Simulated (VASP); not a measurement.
# NaB3 (R-3m) in VASP: a series of runs

Runs on NaB3. Level: PBE. Tasks: relaxation of cell and atoms, single point.

All numbers are computed with VASP 6.6.1; they aren't measurements. Logs are shortened: lines on timing, memory, paths and dates and some standing lists are left out, and cuts for length are marked.

## 1. The cell of the first run

Symmetry: R-3m, No. 166, trigonal system. Conventional cell: a = 5.905 Å, b = 5.905 Å, c = 8.318 Å, α = 90.00°, β = 90.00°, γ = 120.00°. Within 2.8 Å of Na (site symmetry 3m) lie 6 B at 2.09 to 2.38 Å. Within 2.4 Å of B (site symmetry m) lie 2 B at 1.77 Å and 2 Na at 2.09 to 2.38 Å.

## 2. Relaxation of cell and atoms, PBE

INCAR

```
PREC = Accurate
ENCUT = 600
EDIFF = 1E-6
ISMEAR = 0
SIGMA = 0.1
LREAL = F
LASPH = T
NELM = 80
ALGO = Normal
ISIF = 3
LWAVE = F
LCHARG = F
GGA = PE
IBRION = 2
NSW = 90
EDIFFG = -0.04
```

KPOINTS

```
Automatic mesh
0
Gamma
  6 6 6
```

POSCAR

```
NaB3
1.0
    2.9522552650      1.7044853719      2.7727496158
   -2.9522552650      1.7044853719      2.7727496158
    0.0000000000     -3.4089707439      2.7727496158
Na B
2 6
Direct
    0.2690000000      0.2690000000      0.2690000000
    0.7310000000      0.7310000000      0.7310000000
    0.7970000000      0.2520000000      0.7970000000
    0.7970000000      0.7970000000      0.2520000000
    0.2520000000      0.7970000000      0.7970000000
    0.2030000000      0.7480000000      0.2030000000
    0.7480000000      0.2030000000      0.2030000000
    0.2030000000      0.2030000000      0.7480000000
```

Potentials or basis: VASP PAW PBE potentials, release 64 (Na_pv, B).

Started as:

```
$ cat potpaw_PBE.64/Na_pv/POTCAR potpaw_PBE.64/B/POTCAR > POTCAR
$ mpirun -np 1 vasp_std > vasp.out
```

OUTCAR:

```text
PREC = Accurate
   ENCUT = 600
   EDIFF = 1E-6
   ISMEAR = 0
   LREAL = F
   LASPH = T
   NELM = 80
   ISIF = 3
   GGA = PE
   IBRION = 2
   NSW = 90
   EDIFFG = -0.04

 ion  position               nearest neighbor table
   1  0.269  0.269  0.269-   8 2.09   7 2.09   6 2.09   6 2.38   7 2.38   8 2.38
   2  0.731  0.731  0.731-   4 2.09   3 2.09   5 2.09   3 2.38   5 2.38   4 2.38
   3  0.797  0.252  0.797-   7 1.77   8 1.77   2 2.09   2 2.38
   4  0.797  0.797  0.252-   6 1.77   7 1.77   2 2.09   2 2.38
   5  0.252  0.797  0.797-   6 1.77   8 1.77   2 2.09   2 2.38
   6  0.203  0.748  0.203-   5 1.77   4 1.77   1 2.09   1 2.38
   7  0.748  0.203  0.203-   3 1.77   4 1.77   1 2.09   1 2.38
   8  0.203  0.203  0.748-   3 1.77   5 1.77   1 2.09   1 2.38

  LATTYP: Found a trigonal (rhomboedric) cell.
 ALAT       =     4.3942259802
 COS(alpha) =     0.0972384941

  Lattice vectors:

 A1 = (   2.9522552650,   1.7044853719,   2.7727496158)
 A2 = (  -2.9522552650,   1.7044853719,   2.7727496158)
 A3 = (   0.0000000000,  -3.4089707439,   2.7727496158)

Analysis of symmetry for initial positions (statically):
=====================================================================
 Subroutine PRICEL returns:
 Original cell was already a primitive cell.

 Routine SETGRP: Setting up the symmetry group for a
 trigonal (rhombohedral) supercell.

 Subroutine GETGRP returns: Found 12 space group operations
 (whereof 12 operations were pure point group operations)
 out of a pool of 12 trial point group operations.

The static configuration has the point symmetry D_3d.

Analysis of symmetry for dynamics (positions and initial velocities):
=====================================================================
 Subroutine PRICEL returns:
 Original cell was already a primitive cell.

 Routine SETGRP: Setting up the symmetry group for a
 trigonal (rhombohedral) supercell.

 Subroutine GETGRP returns: Found 12 space group operations
 (whereof 12 operations were pure point group operations)
 out of a pool of 12 trial point group operations.

The dynamic configuration has the point symmetry D_3d.

 Subroutine INISYM returns: Found 12 space group operations
 (whereof 12 operations are pure point group operations),
 and found     1 'primitive' translations

----------------------------------------------------------------------------------------

                                     Primitive cell

  volume of cell :      83.7161

  direct lattice vectors                    reciprocal lattice vectors
     2.952255265  1.704485372  2.772749616     0.169362049  0.097781224  0.120217611
    -2.952255265  1.704485372  2.772749616    -0.169362049  0.097781224  0.120217611
     0.000000000 -3.408970744  2.772749616     0.000000000 -0.195562449  0.120217611

  length of vectors
     4.394225980  4.394225980  4.394225980     0.229558152  0.229558152  0.229558152

  position of ions in fractional coordinates (direct lattice)
     0.269000000  0.269000000  0.269000000
     0.731000000  0.731000000  0.731000000
     0.797000000  0.252000000  0.797000000
     0.797000000  0.797000000  0.252000000
     0.252000000  0.797000000  0.797000000
     0.203000000  0.748000000  0.203000000
     0.748000000  0.203000000  0.203000000
     0.203000000  0.203000000  0.748000000

  ion indices of the primitive-cell ions
   primitive index   ion index
                 1           1
                 2           2
                 3           3
                 4           4
                 5           5
                 6           6
                 7           7
                 8           8

----------------------------------------------------------------------------------------

 KPOINTS: Automatic mesh

Automatic generation of k-mesh.
 Grid dimensions read from file:
 generate k-points for:    6    6    6

 Generating k-lattice:

  Cartesian coordinates                     Fractional coordinates (reciprocal lattice)
     0.028227008  0.016296871  0.020036268     0.166666667  0.000000000  0.000000000
    -0.028227008  0.016296871  0.020036268     0.000000000  0.166666667  0.000000000
     0.000000000 -0.032593741  0.020036268    -0.000000000 -0.000000000  0.166666667

  Length of vectors
     0.038259692  0.038259692  0.038259692

  Shift w.r.t. Gamma in fractional coordinates (k-lattice)
     0.000000000  0.000000000  0.000000000

 Subroutine IBZKPT returns following result:
 ===========================================

 Found     32 irreducible k-points:

 Following reciprocal coordinates:
            Coordinates               Weight
  0.000000  0.000000  0.000000      1.000000
  0.166667 -0.000000  0.000000      6.000000
  0.333333 -0.000000  0.000000      6.000000
  0.500000 -0.000000  0.000000      3.000000
  0.166667  0.166667  0.000000      6.000000
  0.333333  0.166667  0.000000     12.000000
[... 16 lines left out ...]
  0.500000  0.500000  0.166667      6.000000
 -0.333333  0.500000  0.166667     12.000000
 [... further k-points ...]
   k-points           NKPTS =     32   k-points in BZ     NKDIM =     32   number of bands    NBANDS=     21
   number of dos      NEDOS =    301   number of ions     NIONS =      8
   total plane-waves  NPLWV =  46656
   dimension x,y,z NGX =    36 NGY =   36 NGZ =   36
   dimension x,y,z NGXF=    72 NGYF=   72 NGZF=   72
   ions per type =               2   6
   NGX,Y,Z   is equivalent  to a cutoff of  13.62, 13.62, 13.62 a.u.
   NGXF,Y,Z  is equivalent  to a cutoff of  27.24, 27.24, 27.24 a.u.
 SYSTEM =  unknown system
   PREC   = accura    normal or accurate (medium, high low for compatibility)
   ISTART =      0    job   : 0-new  1-cont  2-samecut
   ICHARG =      2    charge: 1-file 2-atom 10-const
   ISPIN  =      1    spin polarized calculation?
   LNONCOLLINEAR =      F non collinear calculations
   LSORBIT =      F    spin-orbit coupling
   LASPH  =      T    aspherical Exc in radial PAW
   ENCUT  =  600.0 eV  44.10 Ry    6.64 a.u.   8.78  8.78  8.78*2*pi/ulx,y,z
   NELM   =     80;   NELMIN=  2; NELMDL= -5     # of ELM steps
   EDIFF  = 0.1E-05   stopping-criterion for ELM
   LREAL  =      F    real-space projection
   EDIFFG = -.4E-01   stopping-criterion for IOM
   NSW    =     90    number of steps for IOM
   IBRION =      2    ionic relax: 0-MD 1-quasi-New 2-CG
   NFREE  =      1    steps in history (QN), initial steepest desc. (CG)
   ISIF   =      3    stress and relaxation
   ISYM   =      2    0-nonsym 1-usesym 2-fastsym
   POTIM  = 0.5000    time-step for ionic-motion
   TEBEG  =    0.0;   TEEND  =   0.0 temperature during run
   PSTRESS=    0.0 pullay stress
   NELECT =      32.0000    total number of electrons
   NUPDOWN=      -1.0000    fix difference up-down
   EMIN   =  10.00;   EMAX   =-10.00  energy-range for DOS
   EFERMI =   0.00;   METHOD = LEGACY
   ISMEAR =     0;   SIGMA  =   0.10  broadening in eV -4-tet -1-fermi 0-gaus
   EFERMI_NEDOS =   21; number of points for ismear=-14 and -15
   IALGO  =     38    algorithm
   IMIX   =      4    mixing-type and parameters
     AMIX     =   0.40;   BMIX     =  1.00
     AMIX_MAG =   1.60;   BMIX_MAG =  1.00
  volume/ion in A,a.u.               =      10.46        70.62
  Fermi-wavevector in a.u.,A,eV,Ry     =   1.188106  2.245194 19.205922  1.411595
  Thomas-Fermi vector in A             =   2.324243
   LORBIT       =      0    0 simple, 1 ext, 2 COOP (PROOUT), +10 PAW based schemes
   GGA     = PE    functional components
   LHFCALC =     F    Hartree Fock is set to
   AEXX    =    0.0000 exact exchange contribution
   IVDW    =     0    specifies the selected vdW correction
   LEPSILON=     F    determine dielectric tensor
   LRPA    =     F    only Hartree local field effects (RPA)
 conjugate gradient relaxation of ions
 non-spin polarized calculation
 Gauss-broadening in eV      SIGMA  =   0.10
  energy-cutoff  :      600.00
  volume of cell :       83.72
 maximum number of plane-waves:      2813
   NGX = 17   NGY = 17   NGZ = 17

--------------------------------------- Ionic step        1  -------------------------------------------

 number of electron      31.9999982 magnetization

 Free energy of the ion-electron system (eV)
  ---------------------------------------------------
  ext. energy  EPLUGINS =         0.00000000
  ---------------------------------------------------
  free energy    TOTEN  =       -28.23891817 eV

  energy without entropy =      -28.22391878  energy(sigma->0) =      -28.23141848

------------------------ aborting loop because EDIFF is reached ----------------------------------------

  FORCE on cell =-STRESS in cart. coord.  units (eV):
  Direction    XX          YY          ZZ          XY          YZ          ZX
  --------------------------------------------------------------------------------------
  -------------------------------------------------------------------------------------
  Total        2.1852261      2.1852261      4.7874803      0.0000000     -0.0000000      0.0000000
  in kB       41.8213332     41.8213332     91.6238411      0.0000000     -0.0000000      0.0000000
  external PRESSURE =      58.4221692 kB  Pullay stress =       0.0000000 kB
[... 1278 lines left out ...]
     20       8.9527      0.00000
     21       9.4490      0.00000

 [... further k-points ...]

[... ionic steps 4 to 55 ...]

--------------------------------------- Ionic step       56  -------------------------------------------

 number of electron      32.0000008 magnetization

------------------------ aborting loop because EDIFF is reached ----------------------------------------

  FORCE on cell =-STRESS in cart. coord.  units (eV):
  Direction    XX          YY          ZZ          XY          YZ          ZX
  --------------------------------------------------------------------------------------
  -------------------------------------------------------------------------------------
  Total        0.0407240      0.0407240      0.2594779      0.0000000     -0.0000000     -0.0000000
  in kB        0.8278024      0.8278024      5.2744466      0.0000000     -0.0000000     -0.0000000
  external PRESSURE =       2.3100171 kB  Pullay stress =       0.0000000 kB
[... 69 lines left out ...]
  energy  without entropy=      -42.9187690806  energy(sigma->0) =      -42.91876908

--------------------------------------- Ionic step       58  -------------------------------------------

 number of electron      32.0000008 magnetization

 Free energy of the ion-electron system (eV)
  ---------------------------------------------------
  ext. energy  EPLUGINS =         0.00000000
  ---------------------------------------------------
  free energy    TOTEN  =       -42.91979377 eV

  energy without entropy =      -42.91979377  energy(sigma->0) =      -42.91979377

 E-fermi :   4.2158     XC(G=0): -10.3199

 val. band max:        3.7966622430   @ k =   0.0000   0.0000   0.0000
 cond. band min:       5.4672701233   @ k =   0.5000  -0.0000   0.0000
 fundamental gap:      1.6706078803
 Fermi energy:         4.2157797556

 k-point     1 :       0.0000    0.0000    0.0000
  band No.  band energies     occupation
      1     -20.6583      2.00000
      2     -20.1965      2.00000
      3     -20.1965      2.00000
      4     -20.1291      2.00000
      5     -20.1291      2.00000
      6     -20.0016      2.00000
[... 602 lines left out ...]
  FREE ENERGIE OF THE ION-ELECTRON SYSTEM (eV)
  ---------------------------------------------------
  free  energy   TOTEN  =       -42.9197937667 eV

  energy  without entropy=      -42.9197937667  energy(sigma->0) =      -42.91979377

 reached required accuracy - stopping structural energy minimisation
```

It took 24 min on 1 thread of Intel Xeon Platinum 8488C (Sapphire Rapids), shared host; peak memory 0.23 GiB.

Results:

* Free energy: -42.9198 eV
* Relaxed volume: 9.85 Å³/atom
* Relaxed cell: a = 4.314 Å, b = 4.314 Å, c = 4.314 Å, α = 83.46°, β = 83.46°, γ = 83.46°
* Space group after relaxing (to 0.1 Å): R-3m (No. 166)
* Energy gained by relaxing: 1835.1 meV/atom
* Ionic steps: 58
* Pressure after relaxing: 0.1 GPa
* Largest force after relaxing: 0.040 eV/Å
* Band gap on the k mesh: 1.67 eV (least direct gap 1.77 eV)

Forces in eV/Å, atoms in the order of the input:
```
Na   0.000  0.000  0.016
Na   0.000  0.000 -0.016
B   -0.018  0.010 -0.034
B    0.000 -0.020 -0.034
B    0.018  0.010 -0.034
B    0.018 -0.010  0.034
B   -0.018 -0.010  0.034
B    0.000  0.020  0.034
```

The path:
| step | energy change (eV) | largest force (eV/Å) | pressure (GPa) | volume (Å³) |
| --- | --- | --- | --- | --- |
| 1 | 0.0000 | 2.9827 | 5.84 | 83.72 |
| 3 | -2.1798 | 1.5800 | 13.64 | 90.54 |
| 5 | -3.4876 | 0.9394 | 1.28 | 122.33 |
| 7 | -3.5465 | 0.9643 | 0.05 | 135.00 |
| 9 | -4.1538 | 0.8678 | -3.08 | 147.93 |
| 11 | -4.3806 | 0.7628 | 2.62 | 142.21 |
| 13 | -4.9839 | 0.5694 | -0.50 | 141.06 |
| 15 | -4.9088 | 3.1616 | -6.73 | 126.22 |
| 17 | -6.4343 | 1.6927 | -11.16 | 132.16 |
| 19 | -6.4727 | 1.9192 | -11.28 | 130.87 |
| 21 | -6.7878 | 2.0145 | -10.29 | 127.02 |
| 23 | -7.8437 | 2.4822 | -3.74 | 110.63 |
| 25 | -8.0935 | 2.8812 | 4.11 | 99.94 |
| 27 | -8.7697 | 0.8348 | 4.65 | 93.51 |
| 29 | -8.9331 | 0.4876 | 1.95 | 96.35 |
| 31 | -9.1991 | 0.5068 | -3.31 | 100.99 |
| 33 | -11.1165 | 3.1620 | -10.78 | 93.68 |
| 35 | -10.5676 | 6.4926 | -7.75 | 89.53 |
| 37 | -10.5803 | 6.2739 | -8.38 | 90.16 |
| 39 | -10.6457 | 6.3229 | -8.35 | 89.83 |
| 41 | -10.7897 | 6.1698 | -6.58 | 88.35 |
| 43 | -11.1300 | 5.6925 | -7.46 | 88.21 |
| 45 | -12.3960 | 4.0237 | -10.18 | 87.56 |
| 47 | -13.9715 | 2.4371 | -3.10 | 85.02 |
| 49 | -14.2243 | 1.2134 | -6.49 | 84.84 |
| 51 | -14.5308 | 1.1632 | 4.20 | 78.05 |
| 53 | -14.6345 | 0.3461 | -0.39 | 79.84 |
| 55 | -14.6677 | 0.1264 | -0.76 | 79.45 |
| 57 | -14.6799 | 0.0908 | 0.30 | 78.77 |
| 58 | -14.6809 | 0.0400 | 0.13 | 78.84 |

Final structure:
```cif
data_structure
_symmetry_space_group_name_H-M 'P 1'
_symmetry_Int_Tables_number 1
_cell_length_a 4.3142
_cell_length_b 4.3142
_cell_length_c 4.3142
_cell_angle_alpha 83.459
_cell_angle_beta 83.459
_cell_angle_gamma 83.459
_cell_volume 78.84
loop_
_atom_site_label
_atom_site_type_symbol
_atom_site_fract_x
_atom_site_fract_y
_atom_site_fract_z
_atom_site_occupancy
Na1 Na 0.36493 0.36493 0.36493 1
Na2 Na 0.63507 0.63507 0.63507 1
B1 B 0.98831 0.29548 0.98831 1
B2 B 0.98831 0.98831 0.29548 1
B3 B 0.29548 0.98831 0.98831 1
B4 B 0.01169 0.70452 0.01169 1
B5 B 0.70452 0.01169 0.01169 1
B6 B 0.01169 0.01169 0.70452 1
```

A k mesh can miss the band edges.

## 3. Single point, PBE

This run uses another cell than the first one, of 11.94 Å³/atom.

INCAR

```
SYSTEM = NaB3
PREC = Accurate
ENCUT = 520
EDIFF = 1E-6
ISMEAR = 0
SIGMA = 0.1
LREAL = .False.
LASPH = .True.
NELM = 100
ALGO = Normal
ISIF = 2
LWAVE = .False.
LCHARG = .False.
GGA = PE
NBANDS = 26
```

KPOINTS

```
regular mesh
0
Gamma
  12 12 12
  0 0 0
```

POSCAR

```
NaB3
1.0
    2.9516199290      1.7041185605      3.1653945050
   -2.9516199290      1.7041185605      3.1653945050
    0.0000000000     -3.4082371211      3.1653945050
Na B
2 6
Direct
    0.3329425150      0.3329425150      0.3329425150
    0.6670574850      0.6670574850      0.6670574850
    0.8283800660      0.1196992202      0.8283800660
    0.8283800660      0.8283800660      0.1196992202
    0.1196992202      0.8283800660      0.8283800660
    0.1716199340      0.8803007798      0.1716199340
    0.8803007798      0.1716199340      0.1716199340
    0.1716199340      0.1716199340      0.8803007798
```

Potentials or basis: VASP PAW PBE potentials, release 64 (Na_pv, B).

Started as:

```
$ cat potpaw_PBE.64/Na_pv/POTCAR potpaw_PBE.64/B/POTCAR > POTCAR
$ mpirun -np 1 vasp_std > vasp.out
```

Run time: 3.9 min. Hardware: 1 thread of Intel Xeon Platinum 8488C (Sapphire Rapids), shared host; peak memory 0.44 GiB.

The run converged. Its results:

```yaml
Free_energy: -35.7467 eV
Pressure: 0.1 GPa
Largest_force: 0.024 eV/Å
Band_gap_on_the_k_mesh: zero (bands 16 and 17 overlap by 0.44 eV)
```

Forces in eV/Å, atoms in the order of the input:
```
Na   0.000  0.000  0.002
Na   0.000  0.000 -0.002
B   -0.018  0.011 -0.012
B    0.000 -0.021 -0.012
B    0.018  0.011 -0.012
B    0.018 -0.011  0.012
B   -0.018 -0.011  0.012
B    0.000  0.021  0.012
```

Levels at points of the mesh, in eV from the Fermi level:
| k point | band 13 | band 14 | band 15 | band 16 | band 17 | band 18 | band 19 | band 20 |
| --- | --- | --- | --- | --- | --- | --- | --- | --- |
| (0.00, 0.00, 0.00) | -3.47 | -2.20 | -0.09 | -0.09 | 0.69 | 0.69 | 2.72 | 4.66 |
| (0.50, 0.00, 0.00) | -2.44 | -1.41 | -1.35 | -1.34 | 1.28 | 1.78 | 2.02 | 3.71 |
| (0.50, 0.50, 0.00) | -2.30 | -1.49 | -0.49 | -0.15 | 0.21 | 0.82 | 2.67 | 4.20 |
| (0.50, 0.50, 0.50) | -2.70 | -1.17 | -0.62 | -0.37 | -0.37 | 2.36 | 2.36 | 4.34 |
